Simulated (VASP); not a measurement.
Set up this calculation in VASP 6.6.1, as the native input.

| Property | Result |
| --- | --- |
| Task | single point |
| Functional | LDA |
| Potentials or basis | VASP PAW LDA potentials, release 64 (K_sv, Ba_sv) |
| Cutoff | 520 eV |
| k mesh | 4 × 4 × 4 |
| Occupations | methfessel-paxton, width 0.1 eV |
| Spin | no spin polarisation |
| Dipole correction | no |
| Further INCAR settings | ALGO = Normal; EDIFF = 1e-06; NBANDS = 26 |

The structure of K3Ba lies in POSCAR:

```
K3Ba
1.0
    0.0000000000      5.2436290000      5.2436290000
    5.2436290000      0.0000000000      5.2436290000
    5.2436290000      5.2436290000      0.0000000000
K Ba
3 1
Direct
    0.2500000000      0.2500000000      0.2500000000
    0.7500000000      0.7500000000      0.7500000000
    0.5000000000      0.5000000000      0.5000000000
    0.0000000000      0.0000000000      0.0000000000
```

One way to write it, as run:

INCAR

```
  PREC = Accurate
  ENCUT = 520
  EDIFF = 1E-6
  ISMEAR = 1
  SIGMA = 0.1
  LREAL = False
  LASPH = True
  NELM = 80
  ALGO = Normal
  ISIF = 2
  LWAVE = False
  LCHARG = False
  NBANDS = 26
```

KPOINTS

```
regular mesh
0
Gamma
  4 4 4
```

Potentials or basis: VASP PAW LDA potentials, release 64 (K_sv, Ba_sv).

Run with:

```bash
$ cat potpaw_LDA.64/K_sv/POTCAR potpaw_LDA.64/Ba_sv/POTCAR > POTCAR
$ mpirun -np 1 vasp_std > vasp.out
```

Results of the run:

```yaml
Pressure: -0.6 GPa
```

Wall time 88 s on 1 thread of AMD EPYC 7R43 64-Core Processor (Zen 3), on a shared host, peak memory 0.3 GiB.
